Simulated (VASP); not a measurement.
**Hf4N: single point with PBE+D3(BJ)**

System: Hf4N, a slab with vacuum.

```
Hf N
1.0
     6.34235    0.00000    0.00000
     0.00000    5.01676    0.00000
     0.00000    0.00000   22.16652
Hf N
8 2
Direct
  0.00000 0.75000 0.18045
  0.50000 0.75000 0.18045
  0.25000 0.25000 0.22175
  0.75000 0.25000 0.22175
  0.25000 0.75000 0.29648
  0.75000 0.75000 0.29648
  0.00000 0.25000 0.33684
  0.50000 0.25000 0.33684
  0.12500 0.75000 0.49924
  0.12500 0.75000 0.54887
```

```json
{
 "Program": "VASP 6.6.1",
 "Task": "single point",
 "Functional": "PBE",
 "Dispersion": "D3(BJ)",
 "Potentials or basis": "VASP PAW PBE potentials, release 64 (Hf_pv, N)",
 "Cutoff": "520 eV",
 "k mesh": "4 × 6 × 1",
 "Occupations": "gaussian, width 0.1 eV",
 "Spin": "no spin polarisation"
}
```

```
Largest force              : 2.194 eV/Å
Band gap on the k mesh     : zero (bands 45 and 46 overlap by 0.45 eV)
Dispersion energy per atom : -0.208 eV
```

Forces in eV/Å, atoms in the order of the input:
```
Hf   0.005  0.000  0.137
Hf  -0.006  0.000  0.146
Hf   0.006  0.000 -0.086
Hf  -0.006  0.000 -0.068
Hf  -0.007  0.000 -0.027
Hf   0.001  0.000 -0.020
Hf  -0.023  0.000 -0.037
Hf   0.029  0.000 -0.059
N    0.001  0.000 -2.181
N    0.000  0.000  2.194
```

Levels at points of the mesh, in eV from the Fermi level:
```tsv
k point	band 43	band 44	band 45	band 46	band 47	band 48
(0.00, 0.00, 0.00)	-0.40	-0.31	0.11	0.43	0.45	0.70
(0.50, 0.00, 0.00)	-0.42	-0.36	-0.35	-0.34	-0.32	0.22
(0.00, 0.50, 0.00)	-0.43	-0.28	-0.26	0.48	0.49	0.58
(0.50, 0.50, 0.00)	-0.17	-0.16	-0.16	0.05	0.06	0.06
```

Run time: 25 min on 1 thread of Oxide Virtual Turin-like Processor, with other jobs on the host, peak memory 0.88 GiB.

Caveat: the standard files for N, O and F lose accuracy on very short bonds; spin-orbit coupling is left out, which moves the levels of the heavy elements.
